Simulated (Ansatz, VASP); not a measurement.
# PbS in VASP and in Ansatz

```
CELL_PARAMETERS angstrom
2.10051 1.21273 3.43019
-2.10051 1.21273 3.43019
0.00000 -2.42546 3.43019
ATOMIC_POSITIONS crystal
Pb 0.97814 0.97814 0.97814
S 0.47746 0.47746 0.47746
```

Alike in both runs: task single point; functional HSE06; k mesh 4 × 4 × 4; no spin polarisation.

```csv
,VASP,Ansatz
version,VASP 6.6.1,Ansatz 0.2.0
potentials or method,"VASP PAW PBE potentials, release 64 (Pb_d, S)","plane waves, PAW"
plane-wave cutoff (eV),520,420
occupations,"gaussian, width 0.01 eV",fixed
valence electrons in the cell,20,20
```

|  | VASP | Ansatz | Ansatz less VASP |
| --- | --- | --- | --- |
| gap on the k mesh at the Fermi level (eV) | 0.82 | 0.81 | -0.007 |
| pressure (GPa) | 0.8 | 0.9 | +0.11 |

Ansatz's warnings: stress exchange threshold loose, stress scf threshold loose.

The k mesh is coarse, so the values compare programs but aren't converged. Neither program's run includes spin-orbit coupling.
